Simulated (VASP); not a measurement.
Write the native input for VASP 6.6.1 that does the following.

* Task: single point
* Functional: PBE
* Potentials or basis: VASP PAW PBE potentials, release 64 (Nd_3, Si, I), 4f in core
* Cutoff: 500 eV
* k mesh: 6 × 6 × 1
* Occupations: gaussian, width 0.2 eV
* Spin: no spin polarisation
* Dipole correction: no
* Further INCAR settings: ALGO = Normal; EDIFF = 1e-06; NBANDS = 60

The structure of Nd3Si2I lies in POSCAR:

```
Nd3Si2I
1.0
    4.3033114155     -0.0009512747     -0.0005350137
   -2.1525091921      3.7306119707     -0.0004765046
   -0.0011907151     -0.0036940509     22.5039001067
Nd Si I
6 4 2
Direct
    0.3334928339      0.6665096275      0.1043323253
    0.3333043838      0.6670904406      0.6043525235
   -0.0003643268     -0.0006375995      0.2499846396
   -0.0003100085      0.0002644675      0.7500157217
    0.6662663234      0.3326285459      0.3956343545
    0.6665657773      0.3335445779      0.8956605265
    0.3333794902      0.6665106346      0.3288467485
    0.3335182215      0.6671231427      0.8288835687
    0.6668447211      0.3331142876      0.1711227144
    0.6667463397      0.3335384181      0.6711591654
    0.0000276055     -0.0000511925      0.5000089578
    0.0005286390      0.0003646497     -0.0000012458
```

One way to write it, as run:

INCAR

```
SYSTEM = Nd3Si2I
ALGO     = Normal         ! electronic algorithm
EDIFF    = 1E-6           ! SCF threshold, eV
ENCUT    = 500            ! plane-wave cutoff, eV
GGA      = PE             ! functional
GGA_COMPAT= .False.      
ISIF     = 2              ! what is computed and relaxed
ISMEAR   = 0              ! smearing method
LASPH    = .True.         ! aspherical terms in the spheres
LCHARG   = .True.         ! write CHGCAR
LELF     = .True.         ! ELF
LMAXMIX  = 6              ! l up to which the mixer works
LREAL    = .False.        ! projectors in reciprocal space
LVHAR    = .True.       
LWAVE    = .False.        ! write WAVECAR
NBANDS   = 60             ! bands
NELM     = 200            ! most SCF steps
PREC     = Accurate       ! precision mode
SIGMA    = 0.2            ! smearing width, eV
```

KPOINTS

```
k-points
0
Gamma
  6 6 1
  0 0 0
```

Potentials or basis: VASP PAW PBE potentials, release 64 (Nd_3, Si, I), 4f in core.

Launch:

```console
$ cat potpaw_PBE.64/Nd_3/POTCAR potpaw_PBE.64/Si/POTCAR potpaw_PBE.64/I/POTCAR > POTCAR
$ mpirun -np 1 vasp_std > vasp.out
```

It gave:

```json
{
 "Pressure": "0.2 GPa",
 "Largest force": "0.007 eV/Å",
 "Band gap on the k mesh": "zero (bands 48 and 49 overlap by 0.22 eV)"
}
```

Caveat: spin-orbit coupling is left out, which moves the levels of the heavy elements; the 4f electrons are frozen in the core, so they carry no moment and show no levels; the run has no spin polarisation, though such a crystal can be magnetic.

Wall time 12 min on 1 thread of Intel(R) Xeon(R) Platinum 8259CL CPU @ 2.50GHz (Skylake/Cascade Lake), on a shared host, peak memory 0.62 GiB.
